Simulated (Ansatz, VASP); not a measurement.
# Two plane-wave programs on Zr

INCAR

```
ALGO = Normal
EDIFF = 1E-6
ENCUT = 500
GGA = PE
GGA_COMPAT = False
ISIF = 2
ISMEAR = 0
LASPH = True
LCHARG = False
LREAL = False
LWAVE = False
NBANDS = 12
NELM = 120
PREC = Accurate
SIGMA = 0.15
```

File KPOINTS:

```
k-points
0
Gamma
  20 20 20
```

Contents of POSCAR:

```
Zr
1.0
   -1.6437142393      1.6437142393      2.0567796276
    1.6437142393     -1.6437142393      2.0567796276
    1.6437142393      1.6437142393     -2.0567796276
Zr
1
Direct
    0.0000000000      0.0000000000      0.0000000000
```

Input for Ansatz:

```yaml
crystal:
  lattice:
    - [-1.6437142393, 1.6437142393, 2.0567796276]
    - [1.6437142393, -1.6437142393, 2.0567796276]
    - [1.6437142393, 1.6437142393, -2.0567796276]
  atoms:
    - { symbol: Zr, position: [0.0, 0.0, 0.0] }
basis:
  ecutwfc: 420
kpoints:
  mp_grid: { grid: [20, 20, 20] }
hamiltonian:
  xc: pbe
scf:
  occupations: { method: gaussian, width: 0.15 }
output:
  forces: true
  stress: true
  eigenvalues: true
```

Alike in both runs: task single point; functional PBE; k mesh 20 × 20 × 20; occupations gaussian, width 0.15 eV; no spin polarisation.

```csv
,VASP,Ansatz
version,VASP 6.6.1,Ansatz 0.2.0
potentials or method,"VASP PAW PBE potentials, release 64 (Zr_sv), cutoff 500 eV","scalar-relativistic, plane waves, PAW"
valence electrons in the cell,12,12
```

|  | VASP | Ansatz | Ansatz less VASP |
| --- | --- | --- | --- |
| gap on the k mesh at the Fermi level (eV) | none | none | - |
| pressure (GPa) | 3.9 | 3.8 | -0.05 |
| traceless stress, the component that is largest in VASP (GPa) | 1.60 | 1.59 | -0.012 |

A gap of «none» marks a metal or a gap that the smearing closes.
